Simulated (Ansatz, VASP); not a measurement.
**One calculation of SnGe7, two programs**

File INCAR:

```
PREC     = Accurate       # precision mode
ENCUT    = 600            # plane-wave cutoff, eV
EDIFF    = 1E-7           # SCF threshold, eV
ISMEAR   = 0              # smearing method
SIGMA    = 0.2            # smearing width, eV
LREAL    = False          # projectors in reciprocal space
LASPH    = True           # aspherical terms in the spheres
NELM     = 100            # most SCF steps
ALGO     = Normal         # electronic algorithm
ISIF     = 3              # what is computed and relaxed
LWAVE    = False          # write WAVECAR
LCHARG   = False          # write CHGCAR
GGA      = PE             # functional
IBRION   = 2              # ionic algorithm
NSW      = 36             # ionic steps
EDIFFG   = -0.08          # ionic threshold
```

Contents of KPOINTS:

```
Automatic mesh
0
Gamma
  3 3 3
```

Contents of POSCAR:

```
SnGe7
1.0
    5.9613442100      0.0000000000      0.0000000000
    0.0000000000      5.9613442100      0.0000000000
    0.0000000000      0.0000000000      5.9613442100
Sn Ge
1 7
Direct
    0.0000000000      0.0000000000      0.0000000000
    0.2526152100      0.2526152100      0.2526152100
    0.0000000000      0.5000000000      0.5000000000
    0.5000000000      0.5000000000      0.0000000000
    0.5000000000      0.0000000000      0.5000000000
    0.7473847900      0.2526152100      0.7473847900
    0.7473847900      0.7473847900      0.2526152100
    0.2526152100      0.7473847900      0.7473847900
```

Input for Ansatz:

```yaml
crystal:
  lattice:
    - [5.96134421, 0.0, 0.0]
    - [0.0, 5.96134421, 0.0]
    - [0.0, 0.0, 5.96134421]
  atoms:
    - { symbol: Sn, position: [0.0, 0.0, 0.0] }
    - { symbol: Ge, position: [0.25261521, 0.25261521, 0.25261521] }
    - { symbol: Ge, position: [0.0, 0.5, 0.5] }
    - { symbol: Ge, position: [0.5, 0.5, 0.0] }
    - { symbol: Ge, position: [0.5, 0.0, 0.5] }
    - { symbol: Ge, position: [0.74738479, 0.25261521, 0.74738479] }
    - { symbol: Ge, position: [0.74738479, 0.74738479, 0.25261521] }
    - { symbol: Ge, position: [0.25261521, 0.74738479, 0.74738479] }
basis:
  ecutwfc: 420
kpoints:
  mp_grid: { grid: [3, 3, 3] }
hamiltonian:
  xc: pbe
scf:
  occupations: { method: gaussian, width: 0.2 }
  lower_state_search: "off"
output:
  forces: true
  stress: true
  eigenvalues: true
relax:
  adjacent_minimum: "off"
  f_tol: 0.08
  max_steps: 16
  cell: { stress_tol: 0.8 }
```

Change from the starting cell: species swapped into the Si7Ge type (P-43m, No. 215).

Alike in both runs: task relaxation of cell and atoms; functional PBE; k mesh 3 × 3 × 3; occupations gaussian, width 0.2 eV; no spin polarisation.

|  | VASP | Ansatz |
| --- | --- | --- |
| version | VASP 6.6.1 | Ansatz 0.2.0 |
| potentials or method | VASP PAW PBE potentials, release 64 (Sn_d, Ge_d), cutoff 600 eV | scalar-relativistic, plane waves, PAW |
| valence electrons in the cell | 112 | 112 |

VASP gave:

* gap on the k mesh at the Fermi level, each at its own relaxed structure (eV): none
* relaxed volume (Å³/atom): 25.51
* relaxed length of the cell vector where the two differ most in proportion (Å): 5.888

**Question.** What did Ansatz give for the same quantities?

**Answer.** gap on the k mesh at the Fermi level, each at its own relaxed structure (eV): none; relaxed volume (Å³/atom): 25.70; relaxed length of the cell vector where the two differ most in proportion (Å): 5.902.

A gap of «none» marks a metal or a gap that the smearing closes.
